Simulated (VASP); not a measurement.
Cl:

```
CELL_PARAMETERS angstrom
3.48214 -1.95993 0.00000
3.48214 1.95993 0.00000
0.00000 0.00000 8.07936
ATOMIC_POSITIONS crystal
Cl 0.87329 0.12671 0.11123
Cl 0.62671 0.37329 0.61123
Cl 0.12671 0.87329 0.88877
Cl 0.37329 0.62671 0.38877
```

- Program: VASP 6.6.1
- Task: relaxation of shape and atoms at fixed volume
- Functional: PBEsol
- Potentials or basis: VASP PAW PBE potentials, release 64 (Cl)
- Cutoff: 600 eV
- k mesh: 8 × 8 × 4
- Occupations: gaussian, width 0.02 eV
- Spin: no spin polarisation

At the start: pressure -1.1 GPa; volume 27.57 Å³/atom.

**Question.** How do energy, volume and symmetry change on relaxing?

**Answer.** Over 3 steps the energy falls by 3.8 meV/atom; space group Cmce (No. 64, to 0.1 Å) before and after.

The path:
```tsv
step	energy change (eV)	largest force (eV/Å)	pressure (GPa)	volume (Å³)
1	0.0000	0.4182	-1.13	110.28
2	-0.0070	0.3452	0.73	110.28
3	-0.0153	0.0072	-0.08	110.28
```

Final structure:
```
Cl
1.0
     3.50078   -1.96206    0.00000
     3.50078    1.96206    0.00000
     0.00000    0.00000    8.02760
Cl
4
Cartesian
  3.5008 -1.4710 0.8829
  3.5008 -0.4911 4.8967
  3.5008 1.4710 7.1447
  3.5008 0.4911 3.1309
```

Where two steps share one volume, the run began anew on that cell with a basis built for it.

Caveat: this functional lacks dispersion, which holds the molecules together, so the pressure and a relaxed volume are unreliable; the PAW data sets were made with another functional, which shifts forces and pressure a little.
